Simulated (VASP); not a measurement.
Write the native input for VASP 6.6.1 that does the following.

```yaml
Task: relaxation of cell and atoms
Functional: PBE
Potentials_or_basis: VASP PAW PBE potentials, release 64 (Mo_sv, Au)
Cutoff: 500 eV
k_mesh: 6 × 6 × 6
Occupations: gaussian, width 0.1 eV
Spin: no spin polarisation
Dipole_correction: no
Second_try: crashed
Further_INCAR_settings: ALGO = All; EDIFF = 1e-07; IBRION = 2; EDIFFG = -0.04; NSW = 90; ISIF = 3
```

The structure of MoAu2 lies in POSCAR:

```
MoAu2
1.0
   -2.0228144180      2.0228144180      3.3176236470
    2.0228144180     -2.0228144180      3.3176236470
    2.0228144180      2.0228144180     -3.3176236470
Mo Au
1 2
Direct
    0.0000000000      0.0000000000      0.0000000000
    0.5930000000      0.5930000000      0.0000000000
    0.4070000000      0.4070000000      0.0000000000
```

The input as run:

INCAR

```
SYSTEM = MoAu2
PREC = Accurate
ENCUT = 500
EDIFF = 1E-7
ISMEAR = 0
SIGMA = 0.1
LREAL = .FALSE.
LASPH = .TRUE.
NELM = 300
ALGO = All
ISIF = 3
LWAVE = .FALSE.
LCHARG = .FALSE.
GGA = PE
IBRION = 2
NSW = 90
EDIFFG = -0.04
GGA_COMPAT = .FALSE.
NELMIN = 4
ISEARCH = 1
KPAR = 4
```

KPOINTS

```
regular mesh
0
G
  6 6 6
  0 0 0
```

Potentials or basis: VASP PAW PBE potentials, release 64 (Mo_sv, Au).

Launch:

```sh
$ cat potpaw_PBE.64/Mo_sv/POTCAR potpaw_PBE.64/Au/POTCAR > POTCAR
$ mpirun -np 4 vasp_std > vasp.out
```

It gave:

```json
{
 "Relaxed volume": "17.10 Å³/atom",
 "Relaxed cell": "a = 4.908 Å, b = 4.908 Å, c = 4.908 Å, α = 138.54°, β = 138.54°, γ = 60.08°",
 "Space group after relaxing (to 0.1 Å)": "I4/mmm (No. 139)",
 "Pressure after relaxing": "0.2 GPa",
 "Largest force after relaxing": "0.016 eV/Å",
 "Band gap on the k mesh": "zero (bands 18 and 19 overlap by 1.20 eV)"
}
```

Caveat: spin-orbit coupling is left out, which moves the levels of the heavy elements.

It took 7.4 min on 4 MPI ranks on Intel(R) Xeon(R) 6975P-C (Granite Rapids), with other jobs on the host, peak memory 0.25 GiB a rank.
